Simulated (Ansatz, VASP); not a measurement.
**Ni: VASP beside Ansatz**

```
Ni
1.0
     2.44802    0.00000    0.00000
    -1.22401    2.12005    0.00000
     0.00000    0.00000    4.07281
Ni
2
Direct
  0.66667 0.33333 0.75000
  0.33333 0.66667 0.25000
```

Alike in both runs: task relaxation of cell and atoms; functional LDA; k mesh 12 × 12 × 7; occupations fermi-dirac, width 0.05 eV; collinear spin.

```csv
,VASP,Ansatz
version,VASP 6.6.1,Ansatz 0.2.0
potentials or method,"VASP PAW LDA potentials, release 64 (Ni)",Ansatz PAW
plane-wave cutoff (eV),600,420
valence electrons in the cell,20,36
```

Ansatz gave:

```
gap on the k mesh at the Fermi level, each at its own relaxed structure (eV) : none
net moment per atom (μB)                                                     : 0.60
size of the moment on the site where the two differ most (μB)                : 0.63
relaxed volume (Å³/atom)                                                     : 10.07
relaxed cell length with the largest relative difference (Å)                 : 2.421
```

**Question.** Which values does VASP return?

**Answer.** gap on the k mesh at the Fermi level, each at its own relaxed structure (eV): none; net moment per atom (μB): 0.56; size of the moment on the site where the two differ most (μB): 0.56; relaxed volume (Å³/atom): 10.04; relaxed cell length with the largest relative difference (Å): 2.418.

LDA's correlation is that of Perdew and Zunger in VASP and of Perdew and Wang (1992) in Ansatz. Site moments also hang on the region over which each program counts them. A gap of «none» marks a metal or a gap that the smearing closes. VASP's potentials hold 20 valence electrons a cell and Ansatz's 36, so a difference there can come from the potentials and not from the codes.

Noted on Ansatz's run: the plane-wave basis is chosen anew once the cell has moved, so the energies of steps on either side of that aren't comparable.
